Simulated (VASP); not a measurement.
A run of VASP 6.6.1 is set up as follows.

File INCAR:

```
ALGO     = Normal         # electronic algorithm
DIPOL    = 0.5 0.5 0.492
EDIFF    = 1E-7           # SCF threshold, eV
ENCUT    = 520            # plane-wave cutoff, eV
GGA      = PS             # functional
IDIPOL   = 3            
ISIF     = 2              # what is computed and relaxed
ISMEAR   = 0              # smearing method
ISPIN    = 2              # spin polarisation
LASPH    = True           # aspherical terms in the spheres
LCHARG   = True           # write CHGCAR
LDIPOL   = True         
LELF     = True           # ELF
LMAXMIX  = 4              # l up to which the mixer works
LORBIT   = 11             # projections on sites
LREAL    = False          # projectors in reciprocal space
LVACPOTAV= True         
LVHAR    = True         
LWAVE    = False          # write WAVECAR
MAGMOM   = 0 0 0 0 0 0 4  # initial moments
NBANDS   = 32             # bands
NELM     = 150            # most SCF steps
PREC     = Accurate       # precision mode
SIGMA    = 0.05           # smearing width, eV
```

KPOINTS

```
k-points
0
Gamma
  8 8 1
```

POSCAR

```
Si6W
1.0
    3.8417168285      0.0000000000      0.0000000000
    0.0000000000      3.8417168285      0.0000000000
    0.0000000000      0.0000000000     25.7912600521
Si W
6 1
Direct
    0.0000000000      0.5000000000      0.3295690084
    0.0000000000      0.0000000000      0.3822322752
    0.5000000000      0.0000000000      0.4348955421
    0.5000000000      0.5000000000      0.4872505114
    0.0000000000      0.5000000000      0.5400001596
    0.0000000000      0.0000000000      0.5916358883
    0.0000000000      0.1666666667      0.6785542108
```

Potentials or basis: VASP PAW PBE potentials, release 64 (Si, W_sv).

Launch:

```sh
$ cat potpaw_PBE.64/Si/POTCAR potpaw_PBE.64/W_sv/POTCAR > POTCAR
$ mpirun -np 1 vasp_std > vasp.out
```

(1) Predict the net moment.

(2) Predict the site moments.

## Answers

(1) 3.49 μB per cell.

(2) Si +0.00, +0.01, -0.00, +0.03, -0.06 (each value once); W +2.48 μB.
